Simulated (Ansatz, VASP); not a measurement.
## SrTiO3 in VASP and in Ansatz

POSCAR

```
SrTiO3
1.0
    3.9364226087      0.0000000000      0.0000000000
    0.0000000000      3.9364226087      0.0000000000
    0.0000000000      0.0000000000      3.9364226087
Sr Ti O
1 1 3
Direct
    0.0000000000      0.0000000000      0.0000000000
    0.5000000000      0.5000000000      0.5000000000
    0.5000000000      0.0000000000      0.5000000000
    0.5000000000      0.5000000000      0.0000000000
    0.0000000000      0.5000000000      0.5000000000
```

Contents of INCAR.step1:

```
ALGO = Normal
EDIFF = 1E-5
ENCUT = 520
GGA = PE
GGA_COMPAT = False
ISIF = 2
ISMEAR = 0
LASPH = True
LCHARG = False
LREAL = False
LWAVE = True
NBANDS = 28
NELM = 120
PREC = Accurate
SIGMA = 0.01
```

File INCAR.step2:

```
ALGO = Normal
EDIFF = 1E-6
ENCUT = 520
GGA = PE
GGA_COMPAT = False
HFSCREEN = 0.2079
ISIF = 2
ISMEAR = 0
ISTART = 1
LASPH = True
LCHARG = False
LHFCALC = True
LREAL = False
LWAVE = False
NBANDS = 28
NELM = 120
PREC = Accurate
PRECFOCK = Normal
SIGMA = 0.01
```

File KPOINTS:

```
k-points
0
Gamma
  4 4 4
```

Input for Ansatz:

```yaml
crystal:
  lattice:
    - [3.9364226087, 0.0, 0.0]
    - [0.0, 3.9364226087, 0.0]
    - [0.0, 0.0, 3.9364226087]
  atoms:
    - { symbol: Sr, position: [0.0, 0.0, 0.0] }
    - { symbol: Ti, position: [0.5, 0.5, 0.5] }
    - { symbol: O, position: [0.5, 0.0, 0.5] }
    - { symbol: O, position: [0.5, 0.5, 0.0] }
    - { symbol: O, position: [0.0, 0.5, 0.5] }
basis:
  ecutwfc: 420
kpoints:
  mp_grid: { grid: [4, 4, 4] }
  band_path:
    path: [[0.0, 0.0, 0.0], [0.0, 0.5, 0.0], [0.5, 0.5, 0.0], [0.5, 0.5, 0.5]]
    npoints: 1
hamiltonian:
  xc: hse06
  pseudopotentials: { kind: paw }
scf:
  occupations: { method: fixed }
  n_extra_bands: 5
output:
  forces: true
  stress: true
  eigenvalues: true
```

Alike in both runs: task single point; functional HSE06; k mesh 4 × 4 × 4; no spin polarisation.

```csv
,VASP,Ansatz
version,VASP 6.6.1,Ansatz 0.2.0
potentials or method,"VASP PAW PBE potentials, release 64 (Sr_sv, Ti_sv, O), cutoff 520 eV","scalar-relativistic, plane waves, PAW"
occupations,"gaussian, width 0.01 eV",fixed
valence electrons in the cell,40,40
```

Ansatz gave:

```
gap on the k mesh at the Fermi level (eV) : 3.26
least direct gap on the mesh (eV)         : 3.65
pressure (GPa)                            : -5.8
```

Q: What did VASP give for the same quantities?

A: gap on the k mesh at the Fermi level (eV): 3.23; least direct gap on the mesh (eV): 3.62; pressure (GPa): -5.2.

Ansatz's warnings: stress exchange threshold loose, stress scf threshold loose.
